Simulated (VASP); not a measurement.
# MoS2 in VASP: relaxation of the atoms with PBE+D3(BJ)

Aim: the relaxation of the atoms of MoS2 with PBE+D3(BJ).

All numbers are computed with VASP 6.6.1; they aren't measurements. Logs are shortened: lines on timing, memory, paths and dates and some standing lists are left out, and cuts for length are marked.

**1. The cell of the first run**

The cell holds a slab with vacuum, 3 atoms: a = 3.155 Å, b = 3.155 Å, c = 20.135 Å, α = 90.00°, β = 90.00°, γ = 120.00°.

**2. Relaxation of the atoms, PBE+D3(BJ)**

Contents of INCAR:

```
SYSTEM = MoS2
PREC = Accurate ; ENCUT = 520
EDIFF = 1E-6 ; ISMEAR = 0
SIGMA = 0.05 ; LREAL = .False.
LASPH = .True. ; NELM = 100
ALGO = Normal ; ISIF = 2
LWAVE = .False. ; LCHARG = .False.
LDIPOL = .True. ; IDIPOL = 3
DIPOL = 0.5 0.5 0.500 ; GGA = PE
IVDW = 12 ; IBRION = 2
NSW = 60 ; EDIFFG = -0.04
```

Contents of KPOINTS:

```
Automatic mesh
0
Gamma
  9 9 1
  0 0 0
```

Contents of POSCAR:

```
MoS2
1.0
    3.1546275777      0.0000000000      0.0000000000
   -1.5773137888      2.7319876217      0.0000000000
    0.0000000000      0.0000000000     20.1354073823
S Mo
2 1
Direct
    0.6666666667      0.3333333333      0.4221419432
    0.6666666667      0.3333333333      0.5778580568
    0.3333333333      0.6666666667      0.4999977910
```

Potentials or basis: VASP PAW PBE potentials, release 64 (S, Mo_sv).

On the command line:

```
> cat potpaw_PBE.64/S/POTCAR potpaw_PBE.64/Mo_sv/POTCAR > POTCAR
> mpirun -np 1 vasp_std > vasp.out
```

OUTCAR:

```text
SYSTEM = MoS2
   PREC = Accurate
   ENCUT = 520
   EDIFF = 1E-6
   ISMEAR = 0
   LREAL = .False.
   LASPH = .True.
   NELM = 100
   ISIF = 2
   GGA = PE
   IVDW = 12
   IBRION = 2
   NSW = 60
   EDIFFG = -0.04
 IVDW          = 12

 ion  position               nearest neighbor table
   1  0.667  0.333  0.422-   3 2.40   3 2.40   3 2.40
   2  0.667  0.333  0.578-   3 2.40   3 2.40   3 2.40
   3  0.333  0.667  0.500-   1 2.40   1 2.40   1 2.40   2 2.40   2 2.40   2 2.40

  LATTYP: Found a hexagonal cell.
 ALAT       =     3.1546275777
 C/A-ratio  =     6.3828160017

  Lattice vectors:

 A1 = (   3.1546275777,   0.0000000000,   0.0000000000)
 A2 = (  -1.5773137888,   2.7319876217,   0.0000000000)
 A3 = (   0.0000000000,   0.0000000000,  20.1354073823)

Analysis of symmetry for initial positions (statically):
=====================================================================
 Subroutine PRICEL returns:
 Original cell was already a primitive cell.

 Routine SETGRP: Setting up the symmetry group for a
 hexagonal supercell.

 Subroutine GETGRP returns: Found 12 space group operations
 (whereof 12 operations were pure point group operations)
 out of a pool of 24 trial point group operations.

The static configuration has the point symmetry D_3h.

Analysis of symmetry for dynamics (positions and initial velocities):
=====================================================================
 Subroutine PRICEL returns:
 Original cell was already a primitive cell.

 Routine SETGRP: Setting up the symmetry group for a
 hexagonal supercell.

 Subroutine GETGRP returns: Found 12 space group operations
 (whereof 12 operations were pure point group operations)
 out of a pool of 24 trial point group operations.

The dynamic configuration has the point symmetry D_3h.

 Subroutine INISYM returns: Found 12 space group operations
 (whereof 12 operations are pure point group operations),
 and found     1 'primitive' translations

----------------------------------------------------------------------------------------

                                     Primitive cell

  volume of cell :     173.5351

  direct lattice vectors                    reciprocal lattice vectors
     3.154627578  0.000000000  0.000000000     0.316994629  0.183016935  0.000000000
    -1.577313789  2.731987622  0.000000000     0.000000000  0.366033869  0.000000000
     0.000000000  0.000000000 20.135407382     0.000000000  0.000000000  0.049663758

  length of vectors
     3.154627578  3.154627578 20.135407382     0.366033869  0.366033869  0.049663758

  position of ions in fractional coordinates (direct lattice)
     0.666666667  0.333333333  0.422141943
     0.666666667  0.333333333  0.577858057
     0.333333333  0.666666667  0.499997791

  ion indices of the primitive-cell ions
   primitive index   ion index
                 1           1
                 2           2
                 3           3

----------------------------------------------------------------------------------------

 KPOINTS: Automatic mesh

Automatic generation of k-mesh.
 Grid dimensions read from file:
 generate k-points for:    9    9    1

 Generating k-lattice:

  Cartesian coordinates                     Fractional coordinates (reciprocal lattice)
     0.035221625  0.020335215  0.000000000     0.111111111  0.000000000  0.000000000
     0.000000000  0.040670430  0.000000000     0.000000000  0.111111111  0.000000000
     0.000000000  0.000000000  0.049663758     0.000000000  0.000000000  1.000000000

  Length of vectors
     0.040670430  0.040670430  0.049663758

  Shift w.r.t. Gamma in fractional coordinates (k-lattice)
     0.000000000  0.000000000  0.000000000

 Subroutine IBZKPT returns following result:
 ===========================================

 Found     12 irreducible k-points:

 Following reciprocal coordinates:
            Coordinates               Weight
  0.000000  0.000000  0.000000      1.000000
  0.111111  0.000000  0.000000      6.000000
  0.222222 -0.000000  0.000000      6.000000
  0.333333  0.000000  0.000000      6.000000
  0.444444 -0.000000  0.000000      6.000000
  0.111111  0.111111  0.000000      6.000000
  0.222222  0.111111  0.000000     12.000000
  0.333333  0.111111  0.000000     12.000000
  0.444444  0.111111  0.000000      6.000000
  0.222222  0.222222  0.000000      6.000000
  0.333333  0.222222  0.000000     12.000000
  0.333333  0.333333  0.000000      2.000000
   k-points           NKPTS =     12   k-points in BZ     NKDIM =     12   number of bands    NBANDS=     17
   number of dos      NEDOS =    301   number of ions     NIONS =      3
   total plane-waves  NPLWV =  86400
   dimension x,y,z NGX =    24 NGY =   24 NGZ =  150
   dimension x,y,z NGXF=    48 NGYF=   48 NGZF=  300
   ions per type =               2   1
   NGX,Y,Z   is equivalent  to a cutoff of  12.65, 12.65, 12.38 a.u.
   NGXF,Y,Z  is equivalent  to a cutoff of  25.30, 25.30, 24.77 a.u.
 SYSTEM =  MoS2
   PREC   = accura    normal or accurate (medium, high low for compatibility)
   ISTART =      0    job   : 0-new  1-cont  2-samecut
   ICHARG =      2    charge: 1-file 2-atom 10-const
   ISPIN  =      1    spin polarized calculation?
   LNONCOLLINEAR =      F non collinear calculations
   LSORBIT =      F    spin-orbit coupling
   LASPH  =      T    aspherical Exc in radial PAW
   ENCUT  =  520.0 eV  38.22 Ry    6.18 a.u.   5.87  5.87 37.44*2*pi/ulx,y,z
   NELM   =    100;   NELMIN=  2; NELMDL= -5     # of ELM steps
   EDIFF  = 0.1E-05   stopping-criterion for ELM
   LREAL  =      F    real-space projection
   EDIFFG = -.4E-01   stopping-criterion for IOM
   NSW    =     60    number of steps for IOM
   IBRION =      2    ionic relax: 0-MD 1-quasi-New 2-CG
   NFREE  =      1    steps in history (QN), initial steepest desc. (CG)
   ISIF   =      2    stress and relaxation
   ISYM   =      2    0-nonsym 1-usesym 2-fastsym
   POTIM  = 0.5000    time-step for ionic-motion
   TEBEG  =    0.0;   TEEND  =   0.0 temperature during run
   PSTRESS=    0.0 pullay stress
   NELECT =      26.0000    total number of electrons
   NUPDOWN=      -1.0000    fix difference up-down
   EMIN   =  10.00;   EMAX   =-10.00  energy-range for DOS
   EFERMI =   0.00;   METHOD = LEGACY
   ISMEAR =     0;   SIGMA  =   0.05  broadening in eV -4-tet -1-fermi 0-gaus
   EFERMI_NEDOS =   21; number of points for ismear=-14 and -15
   IALGO  =     38    algorithm
   IMIX   =      4    mixing-type and parameters
     AMIX     =   0.40;   BMIX     =  1.00
     AMIX_MAG =   1.60;   BMIX_MAG =  1.00
  volume/ion in A,a.u.               =      57.85       390.36
  Fermi-wavevector in a.u.,A,eV,Ry     =   0.869501  1.643119 10.286445  0.756032
  Thomas-Fermi vector in A             =   1.988332
   LORBIT       =      0    0 simple, 1 ext, 2 COOP (PROOUT), +10 PAW based schemes
   GGA     = PE    functional components
   LHFCALC =     F    Hartree Fock is set to
   AEXX    =    0.0000 exact exchange contribution
   IVDW    =    12    specifies the selected vdW correction
   LEPSILON=     F    determine dielectric tensor
   LRPA    =     F    only Hartree local field effects (RPA)
 conjugate gradient relaxation of ions
 non-spin polarized calculation
 Gauss-broadening in eV      SIGMA  =   0.05
  energy-cutoff  :      520.00
  volume of cell :      173.54
 maximum number of plane-waves:      4696
 NGX is ok and might be reduce to    24
   NGX = 11   NGY = 11   NGZ = 75

 number of electron      26.0000002 magnetization

 dipolmoment           0.000000      0.000000      0.000512 electrons x Angstroem

 Free energy of the ion-electron system (eV)
  ---------------------------------------------------
  ext. energy  EPLUGINS =         0.00000000
  ---------------------------------------------------
  free energy    TOTEN  =       -21.84424140 eV

  energy without entropy =      -21.84424140  energy(sigma->0) =      -21.84424140

 E-fermi :  -1.5963     XC(G=0):  -3.8320

 val. band max:       -1.9671308719   @ k =   0.3333   0.3333   0.0000
 cond. band min:      -0.1876035928   @ k =   0.3333   0.3333   0.0000
 fundamental gap:      1.7795272792
 Fermi energy:        -1.5962896903

 k-point     1 :       0.0000    0.0000    0.0000
  band No.  band energies     occupation
      1     -62.8032      2.00000
      2     -36.9625      2.00000
      3     -36.7248      2.00000
      4     -36.7248      2.00000
      5     -16.1254      2.00000
      6     -14.8246      2.00000
[... 9 lines left out ...]
     16       1.1026      0.00000
     17       1.1026      0.00000

 k-point     2 :       0.1111    0.0000    0.0000
  band No.  band energies     occupation
      1     -62.7983      2.00000
      2     -36.9529      2.00000
      3     -36.7735      2.00000
      4     -36.7359      2.00000
      5     -15.9384      2.00000
      6     -14.7463      2.00000
[... 9 lines left out ...]
     16       0.9017      0.00000
     17       1.1761      0.00000

 k-point     3 :       0.2222   -0.0000    0.0000
  band No.  band energies     occupation
      1     -62.7859      2.00000
      2     -36.9286      2.00000
      3     -36.8951      2.00000
      4     -36.7637      2.00000
      5     -15.4293      2.00000
      6     -14.5341      2.00000
[... 9 lines left out ...]
     16       0.8615      0.00000
     17       1.7597      0.00000

 k-point     4 :       0.3333    0.0000    0.0000
  band No.  band energies     occupation
      1     -62.7717      2.00000
      2     -37.0306      2.00000
      3     -36.9009      2.00000
      4     -36.7953      2.00000
      5     -14.7626      2.00000
      6     -14.2625      2.00000
[... 9 lines left out ...]
     16       1.4938      0.00000
     17       2.1945      0.00000

 k-point     5 :       0.4444   -0.0000    0.0000
  band No.  band energies     occupation
      1     -62.7624      2.00000
      2     -37.1176      2.00000
      3     -36.8828      2.00000
      4     -36.8157      2.00000
      5     -14.2468      2.00000
      6     -14.0618      2.00000
[... 9 lines left out ...]
     16       1.9077      0.00000
     17       2.3843      0.00000

 k-point     6 :       0.1111    0.1111    0.0000
  band No.  band energies     occupation
      1     -62.7896      2.00000
      2     -36.9360      2.00000
      3     -36.8543      2.00000
      4     -36.7597      2.00000
      5     -15.5897      2.00000
      6     -14.6003      2.00000
[... 9 lines left out ...]
     16       0.6104      0.00000
     17       1.7090      0.00000

 k-point     7 :       0.2222    0.1111    0.0000
  band No.  band energies     occupation
      1     -62.7763      2.00000
      2     -36.9727      2.00000
      3     -36.9100      2.00000
      4     -36.7994      2.00000
      5     -14.9956      2.00000
      6     -14.3527      2.00000
[... 9 lines left out ...]
     16       0.9108      0.00000
     17       2.2504      0.00000

 k-point     8 :       0.3333    0.1111    0.0000
  band No.  band energies     occupation
      1     -62.7646      2.00000
      2     -37.0747      2.00000
      3     -36.8870      2.00000
      4     -36.8347      2.00000
      5     -14.3840      2.00000
      6     -14.1034      2.00000
[... 9 lines left out ...]
     16       1.5172      0.00000
     17       2.4022      0.00000

 k-point     9 :       0.4444    0.1111    0.0000
  band No.  band energies     occupation
      1     -62.7599      2.00000
      2     -37.1145      2.00000
      3     -36.8779      2.00000
      4     -36.8486      2.00000
      5     -14.1078      2.00000
      6     -13.9941      2.00000
[... 9 lines left out ...]
     16       1.8983      0.00000
     17       2.2502      0.00000

 k-point    10 :       0.2222    0.2222    0.0000
  band No.  band energies     occupation
      1     -62.7654      2.00000
      2     -37.0382      2.00000
      3     -36.8887      2.00000
      4     -36.8622      2.00000
      5     -14.4408      2.00000
      6     -14.1156      2.00000
[... 9 lines left out ...]
     16       1.0721      0.00000
     17       2.6067      0.00000

 k-point    11 :       0.3333    0.2222    0.0000
  band No.  band energies     occupation
      1     -62.7583      2.00000
      2     -37.0695      2.00000
      3     -36.9142      2.00000
      4     -36.8748      2.00000
      5     -14.0306      2.00000
      6     -13.9364      2.00000
[... 9 lines left out ...]
     16       1.2483      0.00000
     17       2.7713      0.00000

 k-point    12 :       0.3333    0.3333    0.0000
  band No.  band energies     occupation
      1     -62.7558      2.00000
      2     -37.0293      2.00000
      3     -36.9840      2.00000
      4     -36.8700      2.00000
      5     -13.8870      2.00000
      6     -13.8608      2.00000
[... 9 lines left out ...]
     16       1.6531      0.00000
     17       3.0490      0.00000

------------------------ aborting loop because EDIFF is reached ----------------------------------------

 vacuum level on the upper side and lower side of the slab       (xc-potential included)        -0.157        -0.167

 Edisp (eV)   -0.95803

 E8    (eV) :    -0.4143

  FORCE on cell =-STRESS in cart. coord.  units (eV):
  Direction    XX          YY          ZZ          XY          YZ          ZX
  --------------------------------------------------------------------------------------
  -------------------------------------------------------------------------------------
  Total      -0.06655    -0.06655    -0.09368    -0.00000    -0.00000     0.00000
  in kB      -0.61441    -0.61441    -0.86489    -0.00000    -0.00000     0.00000
  external pressure =       -0.70 kB  Pullay stress =        0.00 kB

 VOLUME and BASIS-vectors are now :
 -----------------------------------------------------------------------------
  energy-cutoff  :      520.00
  volume of cell :      173.54
      direct lattice vectors                 reciprocal lattice vectors
     3.154627578  0.000000000  0.000000000     0.316994629  0.183016935  0.000000000
    -1.577313789  2.731987622  0.000000000     0.000000000  0.366033869  0.000000000
     0.000000000  0.000000000 20.135407382     0.000000000  0.000000000  0.049663758

 POSITION                                       TOTAL-FORCE (eV/Angst)
 -----------------------------------------------------------------------------------
      1.57731      0.91066      8.50000         0.000000     -0.000000      0.020705
      1.57731      0.91066     11.63541         0.000000     -0.000000     -0.020705
     -0.00000      1.82133     10.06766        -0.000000      0.000000      0.000000
 -----------------------------------------------------------------------------------
    total drift:                                0.000000     -0.000000      0.149009

  FREE ENERGIE OF THE ION-ELECTRON SYSTEM (eV)
  ---------------------------------------------------
  free  energy   TOTEN  =       -22.8022669802 eV

  energy  without entropy=      -22.8022669802  energy(sigma->0) =      -22.80226698

 reached required accuracy - stopping structural energy minimisation

 vacuum level on the upper side and lower side of the slab         3.824         3.813
```

Wall time 36 s (1 thread of Intel Xeon Platinum 8488C (Sapphire Rapids), shared host); peak memory 0.28 GiB.

What came out:

* Free energy: -22.8023 eV
* Largest force after relaxing: 0.021 eV/Å
* Band gap on the k mesh: 1.78 eV, direct
* Dispersion energy per atom: -0.319 eV

Forces in eV/Å, atoms in the order of the input:
```
S    0.000  0.000  0.021
S    0.000  0.000 -0.021
Mo   0.000  0.000  0.000
```

Final structure:
```cif
data_structure
_symmetry_space_group_name_H-M 'P 1'
_symmetry_Int_Tables_number 1
_cell_length_a 3.1546
_cell_length_b 3.1546
_cell_length_c 20.1354
_cell_angle_alpha 90.000
_cell_angle_beta 90.000
_cell_angle_gamma 120.000
_cell_volume 173.54
loop_
_atom_site_label
_atom_site_type_symbol
_atom_site_fract_x
_atom_site_fract_y
_atom_site_fract_z
_atom_site_occupancy
S1 S 0.66667 0.33333 0.42214 1
S2 S 0.66667 0.33333 0.57786 1
Mo1 Mo 0.33333 0.66667 0.50000 1
```

Caveat: the relaxation stopped at its first step, so nothing moved.
